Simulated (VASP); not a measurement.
# SnTe (Fm-3m) in VASP: single point with PBE

Aim: the single point of SnTe with PBE.

All numbers are computed with VASP 6.6.1; they aren't measurements. Logs are shortened: lines on timing, memory, paths and dates and some standing lists are left out, and cuts for length are marked.

### Step 1. The cell of the first run

It takes space group Fm-3m (No. 225, cubic). Conventional cell: a = 6.302 Å, b = 6.302 Å, c = 6.302 Å, α = 90.00°, β = 90.00°, γ = 90.00°. Within 4.1 Å of Sn (site symmetry m-3m) lie 6 Te at 3.15 Å. Within 4.1 Å of Te (site symmetry m-3m) lie 6 Sn at 3.15 Å.

### Step 2. Single point, PBE

INCAR

```
  PREC = Accurate
  ENCUT = 500
  EDIFF = 1E-6
  ISMEAR = 0
  SIGMA = 0.05
  LREAL = F
  LASPH = T
  NELM = 120
  ALGO = Normal
  ISIF = 2
  LWAVE = F
  LCHARG = F
  GGA = PE
  NBANDS = 17
  GGA_COMPAT = F
```

KPOINTS

```
Automatic mesh
0
Gamma
  5 5 5
```

POSCAR

```
SnTe
1.0
    0.0000000000      3.1508500000      3.1508500000
    3.1508500000      0.0000000000      3.1508500000
    3.1508500000      3.1508500000      0.0000000000
Sn Te
1 1
Direct
    0.0000000000      0.0000000000      0.0000000000
    0.5000000000      0.5000000000      0.5000000000
```

Potentials or basis: VASP PAW PBE potentials, release 64 (Sn_d, Te).

Run with:

```
cat potpaw_PBE.64/Sn_d/POTCAR potpaw_PBE.64/Te/POTCAR > POTCAR
mpirun -np 1 vasp_std > vasp.out
```

OUTCAR:

```text
PREC = Accurate
   ENCUT = 500
   EDIFF = 1E-6
   ISMEAR = 0
   LREAL = F
   LASPH = T
   NELM = 120
   ISIF = 2
   GGA = PE

 ion  position               nearest neighbor table
   1  0.000  0.000  0.000-   2 3.15   2 3.15   2 3.15   2 3.15   2 3.15   2 3.15
   2  0.500  0.500  0.500-   1 3.15   1 3.15   1 3.15   1 3.15   1 3.15   1 3.15

  LATTYP: Found a face centered cubic cell.
 ALAT       =     6.3017000000

  Lattice vectors:

 A1 = (   0.0000000000,   3.1508500000,   3.1508500000)
 A2 = (   3.1508500000,   0.0000000000,   3.1508500000)
 A3 = (   3.1508500000,   3.1508500000,   0.0000000000)

Analysis of symmetry for initial positions (statically):
=====================================================================
 Subroutine PRICEL returns:
 Original cell was already a primitive cell.

 Routine SETGRP: Setting up the symmetry group for a
 face centered cubic supercell.

 Subroutine GETGRP returns: Found 48 space group operations
 (whereof 48 operations were pure point group operations)
 out of a pool of 48 trial point group operations.

The static configuration has the point symmetry O_h .

Analysis of symmetry for dynamics (positions and initial velocities):
=====================================================================
 Subroutine PRICEL returns:
 Original cell was already a primitive cell.

 Routine SETGRP: Setting up the symmetry group for a
 face centered cubic supercell.

 Subroutine GETGRP returns: Found 48 space group operations
 (whereof 48 operations were pure point group operations)
 out of a pool of 48 trial point group operations.

The dynamic configuration has the point symmetry O_h .

 Subroutine INISYM returns: Found 48 space group operations
 (whereof 48 operations are pure point group operations),
 and found     1 'primitive' translations

----------------------------------------------------------------------------------------

                                     Primitive cell

  volume of cell :      62.5624

  direct lattice vectors                    reciprocal lattice vectors
     0.000000000  3.150850000  3.150850000    -0.158687338  0.158687338  0.158687338
     3.150850000  0.000000000  3.150850000     0.158687338 -0.158687338  0.158687338
     3.150850000  3.150850000  0.000000000     0.158687338  0.158687338 -0.158687338

  length of vectors
     4.455974803  4.455974803  4.455974803     0.274854533  0.274854533  0.274854533

  position of ions in fractional coordinates (direct lattice)
     0.000000000  0.000000000  0.000000000
     0.500000000  0.500000000  0.500000000

  ion indices of the primitive-cell ions
   primitive index   ion index
                 1           1
                 2           2

----------------------------------------------------------------------------------------

 KPOINTS: Automatic mesh

Automatic generation of k-mesh.
 Grid dimensions read from file:
 generate k-points for:    5    5    5

 Generating k-lattice:

  Cartesian coordinates                     Fractional coordinates (reciprocal lattice)
    -0.031737468  0.031737468  0.031737468     0.200000000  0.000000000  0.000000000
     0.031737468 -0.031737468  0.031737468     0.000000000  0.200000000  0.000000000
     0.031737468  0.031737468 -0.031737468     0.000000000  0.000000000  0.200000000

  Length of vectors
     0.054970907  0.054970907  0.054970907

  Shift w.r.t. Gamma in fractional coordinates (k-lattice)
     0.000000000  0.000000000  0.000000000

 Subroutine IBZKPT returns following result:
 ===========================================

 Found     10 irreducible k-points:

 Following reciprocal coordinates:
            Coordinates               Weight
  0.000000  0.000000  0.000000      1.000000
  0.200000  0.000000  0.000000      8.000000
  0.400000  0.000000  0.000000      8.000000
  0.200000  0.200000  0.000000      6.000000
  0.400000  0.200000  0.000000     24.000000
 -0.400000  0.200000  0.000000     24.000000
 -0.200000  0.200000  0.000000     12.000000
  0.400000  0.400000  0.000000      6.000000
 -0.400000  0.400000  0.000000     12.000000
 -0.400000  0.400000  0.200000     24.000000
   k-points           NKPTS =     10   k-points in BZ     NKDIM =     10   number of bands    NBANDS=     17
   number of dos      NEDOS =    301   number of ions     NIONS =      2
   total plane-waves  NPLWV =  32768
   dimension x,y,z NGX =    32 NGY =   32 NGZ =   32
   dimension x,y,z NGXF=    64 NGYF=   64 NGZF=   64
   ions per type =               1   1
   NGX,Y,Z   is equivalent  to a cutoff of  11.94, 11.94, 11.94 a.u.
   NGXF,Y,Z  is equivalent  to a cutoff of  23.88, 23.88, 23.88 a.u.
 SYSTEM =  unknown system
   PREC   = accura    normal or accurate (medium, high low for compatibility)
   ISTART =      0    job   : 0-new  1-cont  2-samecut
   ICHARG =      2    charge: 1-file 2-atom 10-const
   ISPIN  =      1    spin polarized calculation?
   LNONCOLLINEAR =      F non collinear calculations
   LSORBIT =      F    spin-orbit coupling
   LASPH  =      T    aspherical Exc in radial PAW
   ENCUT  =  500.0 eV  36.75 Ry    6.06 a.u.   8.12  8.12  8.12*2*pi/ulx,y,z
   NELM   =    120;   NELMIN=  2; NELMDL= -5     # of ELM steps
   EDIFF  = 0.1E-05   stopping-criterion for ELM
   LREAL  =      F    real-space projection
   EDIFFG = 0.1E-04   stopping-criterion for IOM
   NSW    =      0    number of steps for IOM
   IBRION =     -1    ionic relax: 0-MD 1-quasi-New 2-CG
   NFREE  =      0    steps in history (QN), initial steepest desc. (CG)
   ISIF   =      2    stress and relaxation
   ISYM   =      2    0-nonsym 1-usesym 2-fastsym
   POTIM  = 0.5000    time-step for ionic-motion
   TEBEG  =    0.0;   TEEND  =   0.0 temperature during run
   PSTRESS=    0.0 pullay stress
   NELECT =      20.0000    total number of electrons
   NUPDOWN=      -1.0000    fix difference up-down
   EMIN   =  10.00;   EMAX   =-10.00  energy-range for DOS
   EFERMI =   0.00;   METHOD = LEGACY
   ISMEAR =     0;   SIGMA  =   0.05  broadening in eV -4-tet -1-fermi 0-gaus
   EFERMI_NEDOS =   21; number of points for ismear=-14 and -15
   IALGO  =     38    algorithm
   IMIX   =      4    mixing-type and parameters
     AMIX     =   0.40;   BMIX     =  1.00
     AMIX_MAG =   1.60;   BMIX_MAG =  1.00
  volume/ion in A,a.u.               =      31.28       211.10
  Fermi-wavevector in a.u.,A,eV,Ry     =   1.119387  2.115336 17.048485  1.253028
  Thomas-Fermi vector in A             =   2.256026
   LORBIT       =      0    0 simple, 1 ext, 2 COOP (PROOUT), +10 PAW based schemes
   GGA     = PE    functional components
   LHFCALC =     F    Hartree Fock is set to
   AEXX    =    0.0000 exact exchange contribution
   IVDW    =     0    specifies the selected vdW correction
   LEPSILON=     F    determine dielectric tensor
   LRPA    =     F    only Hartree local field effects (RPA)
 non-spin polarized calculation
 Gauss-broadening in eV      SIGMA  =   0.05
  energy-cutoff  :      500.00
  volume of cell :       62.56
 maximum number of plane-waves:      1639
   NGX = 17   NGY = 17   NGZ = 17

 number of electron      20.0000011 magnetization

 Free energy of the ion-electron system (eV)
  ---------------------------------------------------
  ext. energy  EPLUGINS =         0.00000000
  ---------------------------------------------------
  free energy    TOTEN  =        -7.54752007 eV

  energy without entropy =       -7.54752007  energy(sigma->0) =       -7.54752007

 E-fermi :   6.9253     XC(G=0):  -9.5008

 val. band max:        6.6138826352   @ k =  -0.2000   0.2000   0.0000
 cond. band min:       7.5327229646   @ k =   0.4000   0.0000   0.0000
 fundamental gap:      0.9188403294
 Fermi energy:         6.9252515214

 k-point     1 :       0.0000    0.0000    0.0000
  band No.  band energies     occupation
      1     -14.9584      2.00000
      2     -14.9584      2.00000
      3     -14.9520      2.00000
      4     -14.9520      2.00000
      5     -14.9520      2.00000
      6      -5.8540      2.00000
[... 9 lines left out ...]
     16      11.7033      0.00000
     17      13.7754      0.00000

 k-point     2 :       0.2000    0.0000    0.0000
  band No.  band energies     occupation
      1     -14.9600      2.00000
      2     -14.9600      2.00000
      3     -14.9514      2.00000
      4     -14.9498      2.00000
      5     -14.9498      2.00000
      6      -5.5248      2.00000
[... 9 lines left out ...]
     16      12.4947      0.00000
     17      15.8944      0.00000

 k-point     3 :       0.4000    0.0000    0.0000
  band No.  band energies     occupation
      1     -14.9630      2.00000
      2     -14.9630      2.00000
      3     -14.9505      2.00000
      4     -14.9458      2.00000
      5     -14.9458      2.00000
      6      -4.7643      2.00000
[... 9 lines left out ...]
     16      14.6159      0.00000
     17      16.9238      0.00000

 k-point     4 :       0.2000    0.2000    0.0000
  band No.  band energies     occupation
      1     -14.9638      2.00000
      2     -14.9568      2.00000
      3     -14.9533      2.00000
      4     -14.9484      2.00000
      5     -14.9484      2.00000
      6      -5.4185      2.00000
[... 9 lines left out ...]
     16      13.6614      0.00000
     17      14.2621      0.00000

 k-point     5 :       0.4000    0.2000    0.0000
  band No.  band energies     occupation
      1     -14.9674      2.00000
      2     -14.9582      2.00000
      3     -14.9524      2.00000
      4     -14.9459      2.00000
      5     -14.9447      2.00000
      6      -4.7952      2.00000
[... 9 lines left out ...]
     16      15.6435      0.00000
     17      16.5867      0.00000

 k-point     6 :      -0.4000    0.2000    0.0000
  band No.  band energies     occupation
      1     -14.9661      2.00000
      2     -14.9614      2.00000
      3     -14.9491      2.00000
      4     -14.9463      2.00000
      5     -14.9446      2.00000
      6      -4.4331      2.00000
[... 9 lines left out ...]
     16      14.5755      0.00000
     17      17.4176      0.00000

 k-point     7 :      -0.2000    0.2000    0.0000
  band No.  band energies     occupation
      1     -14.9622      2.00000
      2     -14.9615      2.00000
      3     -14.9504      2.00000
      4     -14.9481      2.00000
      5     -14.9468      2.00000
      6      -5.0377      2.00000
[... 9 lines left out ...]
     16      15.0456      0.00000
     17      15.4610      0.00000

 k-point     8 :       0.4000    0.4000    0.0000
  band No.  band energies     occupation
      1     -14.9739      2.00000
      2     -14.9554      2.00000
      3     -14.9542      2.00000
      4     -14.9423      2.00000
      5     -14.9423      2.00000
      6      -4.4789      2.00000
[... 9 lines left out ...]
     16      16.5985      0.00000
     17      17.5291      0.00000

 k-point     9 :      -0.4000    0.4000    0.0000
  band No.  band energies     occupation
      1     -14.9728      2.00000
      2     -14.9562      2.00000
      3     -14.9532      2.00000
      4     -14.9430      2.00000
      5     -14.9421      2.00000
      6      -4.2319      2.00000
[... 9 lines left out ...]
     16      15.8680      0.00000
     17      17.7542      0.00000

 k-point    10 :      -0.4000    0.4000    0.2000
  band No.  band energies     occupation
      1     -14.9696      2.00000
      2     -14.9586      2.00000
      3     -14.9507      2.00000
      4     -14.9463      2.00000
      5     -14.9423      2.00000
      6      -4.3203      2.00000
[... 9 lines left out ...]
     16      16.5670      0.00000
     17      16.6152      0.00000

------------------------ aborting loop because EDIFF is reached ----------------------------------------

  FORCE on cell =-STRESS in cart. coord.  units (eV):
  Direction    XX          YY          ZZ          XY          YZ          ZX
  --------------------------------------------------------------------------------------
  -------------------------------------------------------------------------------------
  Total        0.8477279      0.8477279      0.8477279      0.0000000      0.0000000      0.0000000
  in kB       21.7097041     21.7097041     21.7097041      0.0000000      0.0000000      0.0000000
  external PRESSURE =      21.7097041 kB  Pullay stress =       0.0000000 kB

 VOLUME and BASIS-vectors are now :
 -----------------------------------------------------------------------------
  energy-cutoff  :      500.00
  volume of cell :       62.56
      direct lattice vectors                 reciprocal lattice vectors
     0.000000000  3.150850000  3.150850000    -0.158687338  0.158687338  0.158687338
     3.150850000  0.000000000  3.150850000     0.158687338 -0.158687338  0.158687338
     3.150850000  3.150850000  0.000000000     0.158687338  0.158687338 -0.158687338

 POSITION                                       TOTAL-FORCE (eV/Angst)
 -----------------------------------------------------------------------------------
      0.00000      0.00000      0.00000        -0.000000     -0.000000     -0.000000
      3.15085      3.15085      3.15085         0.000000      0.000000      0.000000
 -----------------------------------------------------------------------------------
    total drift:                                0.000000     -0.000000     -0.000000

  FREE ENERGIE OF THE ION-ELECTRON SYSTEM (eV)
  ---------------------------------------------------
  free  energy   TOTEN  =        -7.5475200660 eV

  energy  without entropy=       -7.5475200660  energy(sigma->0) =       -7.54752007
```

It took 16 s on 1 thread of AMD EPYC 7R43 (Zen 3), shared host; peak memory 0.14 GiB.

Results:

```yaml
Free_energy: -7.5475 eV
Pressure: 2.2 GPa
```

Caveat: this odd mesh misses L, so gap, dielectric constants and Born charges aren't listed; spin-orbit coupling is left out, which moves the levels of the heavy elements.
